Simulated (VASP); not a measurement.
# TiC (Fm-3m) in VASP: a series of runs, part 2 of 2

VASP 6.6.1. The steps go on from the part before.

### Step 5. Single point, PBEsol

This run uses another cell than the first one, of 9.89 Å³/atom, 1.036 times its volume.

INCAR reads:

```
ALGO     = Normal         # electronic algorithm
EDIFF    = 1E-7           # SCF threshold, eV
ENCUT    = 520            # plane-wave cutoff, eV
GGA      = PS             # functional
ISIF     = 2              # what is computed and relaxed
ISMEAR   = 0              # smearing method
LASPH    = True           # aspherical terms in the spheres
LCHARG   = True           # write CHGCAR
LELF     = True           # ELF
LREAL    = False          # projectors in reciprocal space
LVHAR    = True         
LWAVE    = False          # write WAVECAR
NBANDS   = 15             # bands
NELM     = 80             # most SCF steps
PREC     = Accurate       # precision mode
SIGMA    = 0.1            # smearing width, eV
```

KPOINTS reads:

```
k-points
0
Gamma
  16 16 16
```

POSCAR reads:

```
TiC
1.0
    0.0000000000      2.1466866621      2.1466866621
    2.1466866621      0.0000000000      2.1466866621
    2.1466866621      2.1466866621      0.0000000000
Ti C
1 1
Direct
    0.0000000000      0.0000000000      0.0000000000
    0.5000000000      0.5000000000      0.5000000000
```

Potentials or basis: VASP PAW PBE potentials, release 64 (Ti_sv, C).

Launch:

```sh
cat potpaw_PBE.64/Ti_sv/POTCAR potpaw_PBE.64/C/POTCAR > POTCAR
mpirun -np 1 vasp_std > vasp.out
```

OUTCAR:

```text
EDIFF = 1E-7
   ENCUT = 520
   GGA = PS
   ISIF = 2
   ISMEAR = 0
   LASPH = True
   LREAL = False
   NELM = 80
   PREC = Accurate

 ion  position               nearest neighbor table
   1  0.000  0.000  0.000-   2 2.15   2 2.15   2 2.15   2 2.15   2 2.15   2 2.15
   2  0.500  0.500  0.500-   1 2.15   1 2.15   1 2.15   1 2.15   1 2.15   1 2.15

  LATTYP: Found a face centered cubic cell.
 ALAT       =     4.2933733242

  Lattice vectors:

 A1 = (   0.0000000000,   2.1466866621,   2.1466866621)
 A2 = (   2.1466866621,   0.0000000000,   2.1466866621)
 A3 = (   2.1466866621,   2.1466866621,   0.0000000000)

Analysis of symmetry for initial positions (statically):
=====================================================================
 Subroutine PRICEL returns:
 Original cell was already a primitive cell.

 Routine SETGRP: Setting up the symmetry group for a
 face centered cubic supercell.

 Subroutine GETGRP returns: Found 48 space group operations
 (whereof 48 operations were pure point group operations)
 out of a pool of 48 trial point group operations.

The static configuration has the point symmetry O_h .

Analysis of symmetry for dynamics (positions and initial velocities):
[... 177 lines left out ...]
     10      11.3531      0.00000
     11      11.3531      0.00000
     12      11.3981      0.00000
     13      11.3981      0.00000
     14      20.4857      0.00000
[... 401 lines left out ...]
      2     -22.8022      2.00000
      3     -22.7639      2.00000
      4     -22.7506      2.00000
      5      -2.6327      2.00000
      6       9.3845      1.99810
      7       9.5567      1.49705
      8       9.5904      1.15313
      9      10.4039      0.00000
     10      11.0289      0.00000
     11      11.9517      0.00000
     12      12.5476      0.00000
     13      13.4360      0.00000
     14      20.8848      0.00000
     15      23.7682      0.00000

 [... further k-points ...]

------------------------ aborting loop because EDIFF is reached ----------------------------------------

  FORCE on cell =-STRESS in cart. coord.  units (eV):
  Direction    XX          YY          ZZ          XY          YZ          ZX
  --------------------------------------------------------------------------------------
  -------------------------------------------------------------------------------------
  Total        0.0291422      0.0291422      0.0291422     -0.0000000     -0.0000000      0.0000000
  in kB        2.3599210      2.3599210      2.3599210     -0.0000000     -0.0000000      0.0000000
  external PRESSURE =       2.3599210 kB  Pullay stress =       0.0000000 kB

 VOLUME and BASIS-vectors are now :
 -----------------------------------------------------------------------------
  energy-cutoff  :      520.00
  volume of cell :       19.78
      direct lattice vectors                 reciprocal lattice vectors
     0.000000000  2.146686662  2.146686662    -0.232917085  0.232917085  0.232917085
     2.146686662  0.000000000  2.146686662     0.232917085 -0.232917085  0.232917085
     2.146686662  2.146686662  0.000000000     0.232917085  0.232917085 -0.232917085

 POSITION                                       TOTAL-FORCE (eV/Angst)
 -----------------------------------------------------------------------------------
      0.00000      0.00000      0.00000         0.000000     -0.000000      0.000000
      2.14669      2.14669      2.14669        -0.000000      0.000000     -0.000000
 -----------------------------------------------------------------------------------
    total drift:                                0.000000     -0.000000     -0.000000

  FREE ENERGIE OF THE ION-ELECTRON SYSTEM (eV)
  ---------------------------------------------------
  free  energy   TOTEN  =       -19.8023679328 eV

  energy  without entropy=      -19.8004195994  energy(sigma->0) =      -19.80139377
```

stdout:

```text
POSCAR found type information on POSCAR TiC
 POSCAR found :  2 types and       2 ions
 scaLAPACK will be used
 -----------------------------------------------------------------------------
|                                                                             |
|                                                                             |
|     You enforced a specific xc type in the INCAR file but a different       |
|     I HOPE YOU KNOW WHAT YOU ARE DOING!                                     |
|                                                                             |
 -----------------------------------------------------------------------------

 LDA part: xc-table for (Slater+PW92), standard interpolation
 POSCAR, INCAR and KPOINTS ok, starting setup
 FFT: planning ... GRIDC
 FFT: planning ... GRID_SOFT
 FFT: planning ... GRID
 WAVECAR not read
 entering main loop
```

Run time: 28 s. Hardware: 1 thread of AMD EPYC 7R13, shared host; peak memory 0.17 GiB.

Results:

```
Free energy            : -19.8024 eV
Pressure               : 0.2 GPa
Band gap on the k mesh : zero (band 8 reaches 10.29 eV, above the bottom of band 9 at 9.20 eV)
```

Caveat: the PAW data sets were made with another functional, which shifts forces and pressure a little.

### Step 6. Relaxation of cell and atoms, PBEsol

This run uses another cell than the first one, of 10.16 Å³/atom, 1.064 times its volume.

INCAR reads:

```
SYSTEM = TiC
PREC = Accurate
ENCUT = 600
EDIFF = 1E-7
ISMEAR = 0
SIGMA = 0.1
LREAL = .False.
LASPH = .True.
NELM = 100
ALGO = Normal
ISIF = 3
LWAVE = .False.
LCHARG = .False.
GGA = PS
IBRION = 2
NSW = 100
EDIFFG = -0.005
```

KPOINTS reads:

```
regular mesh
0
Gamma
  16 16 16
  0 0 0
```

POSCAR reads:

```
TiC
1.0
    0.0000000000      2.1657188437      2.1657188437
    2.1657188437      0.0000000000      2.1657188437
    2.1657188437      2.1657188437      0.0000000000
Ti C
1 1
Direct
    0.0000000000      0.0000000000      0.0000000000
    0.5000000000      0.5000000000      0.5000000000
```

Potentials or basis: VASP PAW PBE potentials, release 64 (Ti_sv, C).

Launch:

```sh
cat potpaw_PBE.64/Ti_sv/POTCAR potpaw_PBE.64/C/POTCAR > POTCAR
mpirun -np 1 vasp_std > vasp.out
```

Wall time 59 s (1 thread of AMD EPYC 7R13, shared host); peak memory 0.18 GiB.

Results (log left out):

```
Free energy                            : -19.8034 eV
Relaxed volume                         : 9.90 Å³/atom
Relaxed cell                           : a = 3.037 Å, b = 3.037 Å, c = 3.037 Å, α = 60.00°, β = 60.00°, γ = 60.00°
Space group after relaxing (to 0.05 Å) : Fm-3m (No. 225)
Energy gained by relaxing              : 5.5 meV/atom
Ionic steps                            : 3
Pressure after relaxing                : -0.1 GPa
Band gap on the k mesh                 : zero (band 8 reaches 10.28 eV, above the bottom of band 9 at 9.19 eV)
```

Step by step:
| step | energy change (eV) | largest force (eV/Å) | pressure (GPa) | volume (Å³) |
| --- | --- | --- | --- | --- |
| 1 | 0.0000 | 0.0000 | -6.56 | 20.32 |
| 2 | 0.0094 | 0.0000 | 9.86 | 19.12 |
| 3 | -0.0109 | 0.0000 | -0.06 | 19.80 |

Final structure:
```
Ti C
1.0
     0.00000    2.14719    2.14719
     2.14719    0.00000    2.14719
     2.14719    2.14719    0.00000
Ti C
1 1
Direct
  0.00000 0.00000 0.00000
  0.50000 0.50000 0.50000
```

Levels at points of the mesh, in eV from the Fermi level:
```csv
k point,band 6,band 7,band 8,band 9,band 10,band 11
"(0.00, 0.00, 0.00)",0.68,0.68,0.68,1.75,1.75,1.75
"(0.50, 0.00, 0.00)",-5.98,-2.97,-2.97,3.03,3.03,4.27
"(0.50, 0.50, 0.00)",-3.45,-1.74,0.01,0.01,2.84,3.66
```

Caveat: the PAW data sets were made with another functional, which shifts forces and pressure a little.

### Step 7. Summary

| task | cell | cutoff (eV) | gap on the mesh (eV) | pressure (GPa) |
| --- | --- | --- | --- | --- |
| relaxation of cell and atoms | relaxed to 10 GPa from a = 3.000 Å, angles 60.0°, 2 atoms | 600 | none | 10.0 |
| relaxation of cell and atoms | relaxed to 2 GPa from a = 3.016 Å, angles 60.0°, 2 atoms | 600 | none | 2.0 |
| relaxation of cell and atoms | relaxed to 5 GPa from a = 3.017 Å, angles 60.0°, 2 atoms | 600 | none | 5.0 |
| single point | a = 3.036 Å, angles 60.0°, 2 atoms | 520 | none | 0.2 |
| relaxation of cell and atoms | relaxed from a = 3.063 Å, angles 60.0°, 2 atoms | 600 | none | -0.1 |

Alike in all rows: level PBEsol; potentials or basis VASP PAW PBE potentials, release 64 (Ti_sv, C); no spin polarisation; k mesh 16 × 16 × 16; smearing gaussian 0.1 eV.

Caveats: the PAW data sets were made with another functional, which shifts forces and pressure a little; the cell is relaxed towards a set pressure, so the enthalpy falls and the energy may rise (some runs).

Absolute energies hang on the potentials; compare differences alone.
